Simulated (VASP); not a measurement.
**InSb: electric field gradients with PBE**

The system is InSb.

```
CELL_PARAMETERS angstrom
5.24986 0.00000 0.00000
0.00000 5.59776 0.00000
0.00000 0.00000 3.06300
ATOMIC_POSITIONS crystal
In 0.00000 0.00000 0.00000
In 0.50000 0.50000 0.00000
Sb 0.50000 0.00000 0.83500
Sb 0.00000 0.50000 0.16500
```

This cell differs from its parent crystal: equal xx and yy strain of -2 %.

| Quantity | Value |
| --- | --- |
| Program | VASP 6.6.1 |
| Task | electric field gradients |
| Functional | PBE |
| Potentials or basis | VASP PAW PBE potentials, release 64 (In_d, Sb) |
| Cutoff | 520 eV |
| k mesh | 6 × 6 × 11 |
| Occupations | fermi-dirac, width 0.08 eV |
| Spin | no spin polarisation |
| Dipole correction | no |
| Further INCAR settings | ALGO = Normal; EDIFF = 1e-08; NBANDS = 26 |

| Property | Result |
| --- | --- |
| Pressure | 23.7 GPa |
| Largest force | 0.998 eV/Å |
| Band gap on the k mesh | zero (band 18 reaches 12.19 eV, above the bottom of band 19 at 8.50 eV) |

Forces in eV/Å, atoms in the order of the input:
```
In   0.000  0.000  0.342
In   0.000  0.000 -0.342
Sb   0.000  0.000 -0.998
Sb   0.000  0.000  0.998
```

Stress tensor (GPa, compression positive):
```
39.10  0.00  0.00
 0.00 20.29  0.00
 0.00  0.00 11.80
```

Levels at points of the mesh, in eV from the Fermi level:
```tsv
k point	band 16	band 17	band 18	band 19	band 20	band 21
(0.00, 0.00, 0.00)	-3.02	-2.28	-2.27	3.06	4.07	4.10
(0.50, 0.00, 0.00)	-4.67	1.17	1.17	4.33	4.33	4.92
(0.00, 0.50, 0.00)	-4.83	-0.28	-0.28	4.19	4.19	4.42
(0.50, 0.50, 0.00)	-0.31	1.43	1.43	2.61	2.61	3.10
```

Electric field gradients, principal values (V/Å²):
```csv
atom,least,middle,greatest (by size)
1 In,10.363,82.815,-93.178
2 In,10.363,82.815,-93.178
3 Sb,-66.296,-90.605,156.900
4 Sb,-66.296,-90.605,156.900
```

Wall time 3.5 min on 1 thread of Intel(R) Xeon(R) Platinum 8259CL CPU @ 2.50GHz (Skylake/Cascade Lake), on a shared host, peak memory 0.33 GiB.

Caveat: the cell differs from its parent crystal (equal xx and yy strain of -2 %); without QUAD_EFG the Cq values of the log hold for a quadrupole moment of 1 mb, not for the nuclei; spin-orbit coupling is left out, which moves the levels of the heavy elements.
